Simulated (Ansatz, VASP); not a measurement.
## P in VASP and in Ansatz

The input INCAR:

```
PREC = Accurate ; ENCUT = 520
EDIFF = 1E-7 ; ISMEAR = 0
SIGMA = 0.15 ; LREAL = False
LASPH = True ; NELM = 100
ALGO = Normal ; ISIF = 2
LWAVE = False ; LCHARG = False
GGA = PS ; NBANDS = 18
```

Contents of KPOINTS:

```
regular mesh
0
Gamma
  16 16 12
```

Contents of POSCAR:

```
P
1.0
    1.6587070759     -5.1453559977      0.0000000000
    1.6587070759      5.1453559977      0.0000000000
    0.0000000000      0.0000000000      4.1971725448
P
4
Direct
    0.0979943857      0.9020056143      0.9271259313
    0.6125706367      0.3874293633      0.5728740687
    0.8874293633      0.1125706367      0.0728740687
    0.4020056143      0.5979943857      0.4271259313
```

Input for Ansatz:

```yaml
crystal:
  lattice:
    - [1.6587070759, -5.1453559977, 0.0]
    - [1.6587070759, 5.1453559977, 0.0]
    - [0.0, 0.0, 4.1971725448]
  atoms:
    - { symbol: P, position: [0.0979943857, 0.9020056143, 0.9271259313] }
    - { symbol: P, position: [0.6125706367, 0.3874293633, 0.5728740687] }
    - { symbol: P, position: [0.8874293633, 0.1125706367, 0.0728740687] }
    - { symbol: P, position: [0.4020056143, 0.5979943857, 0.4271259313] }
basis:
  ecutwfc: 420
kpoints:
  mp_grid: { grid: [16, 16, 12] }
hamiltonian:
  xc: pbesol
scf:
  occupations: { method: gaussian, width: 0.15 }
output:
  forces: true
  stress: true
  eigenvalues: true
```

Change from the starting cell: mode 4 (92.2 1/cm) frozen in, largest displacement +0.075 Å.

Alike in both runs: task single point; functional PBEsol; k mesh 16 × 16 × 12; occupations gaussian, width 0.15 eV; no spin polarisation.

|  | VASP | Ansatz |
| --- | --- | --- |
| version | VASP 6.6.1 | Ansatz 0.2.0 |
| potentials or method | VASP PAW PBE potentials, release 64 (P), cutoff 520 eV | scalar-relativistic, plane waves, PAW |
| valence electrons in the cell | 20 | 20 |

Ansatz gave:

```
gap on the k mesh at the Fermi level (eV)                     : 0.04
least direct gap on the mesh (eV)                             : 0.62
pressure (GPa)                                                : -0.2
traceless stress, the component that is largest in VASP (GPa) : -0.35
rms of the force components (eV/Å)                            : 0.072
```

Problem. What did VASP give for the same quantities?

Solution. gap on the k mesh at the Fermi level (eV): 0.06; least direct gap on the mesh (eV): 0.64; pressure (GPa): -0.3; traceless stress, the component that is largest in VASP (GPa): -0.32; rms of the force components (eV/Å): 0.080.

VASP's potentials were made for PBE, not for PBEsol. Atom by atom the forces differ by 0.018 eV/Å (rms over components). The functional is the same, so the differences come from potentials, cutoffs and numerics.
